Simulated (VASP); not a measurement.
Wanted: the native input for a VASP 6.6.1 run.

- Task: single point
- Functional: revPBE
- Dispersion: D4
- Potentials or basis: VASP PAW PBE potentials, release 64 (Pb_d, Se)
- Cutoff: 500 eV
- k mesh: 6 × 6 × 6
- Occupations: gaussian, width 0.05 eV
- Spin: no spin polarisation
- Dipole correction: no
- Further INCAR settings: ALGO = Normal; EDIFF = 1e-06; NBANDS = 17

The structure of PbSe lies in POSCAR:

```
PbSe
1.0
    0.0000000000      3.0247884761      3.0247884761
    3.0247884761      0.0000000000      3.0247884761
    3.0247884761      3.0247884761      0.0000000000
Pb Se
1 1
Direct
    0.5000000000      0.5000000000      0.5000000000
    0.0000000000      0.0000000000      0.0000000000
```

This cell differs from its parent crystal: volume scaled by 0.96.

One way to write it, as run:

INCAR

```
SYSTEM = PbSe
PREC = Accurate
ENCUT = 500
EDIFF = 1E-6
ISMEAR = 0
SIGMA = 0.05
LREAL = .FALSE.
LASPH = .TRUE.
NELM = 120
ALGO = Normal
ISIF = 2
LWAVE = .FALSE.
LCHARG = .FALSE.
GGA = RE
IVDW = 13
NBANDS = 17
GGA_COMPAT = .FALSE.
```

KPOINTS

```
Automatic mesh
0
G
  6 6 6
  0 0 0
```

Potentials or basis: VASP PAW PBE potentials, release 64 (Pb_d, Se).

Run with:

```bash
$ cat potpaw_PBE.64/Pb_d/POTCAR potpaw_PBE.64/Se/POTCAR > POTCAR
$ mpirun -np 1 vasp_std > vasp.out
```

It gave:

The pressure is 2.2 GPa. The band gap on the k mesh is 0.23 eV, direct. The dispersion energy per atom is -0.640 eV.

Caveat: the PAW data sets were made with another functional, which shifts forces and pressure a little; spin-orbit coupling is left out, which moves the levels of the heavy elements.

It took 25 s on 1 thread of Intel Xeon 8259CL (shared host), peak memory 0.18 GiB.
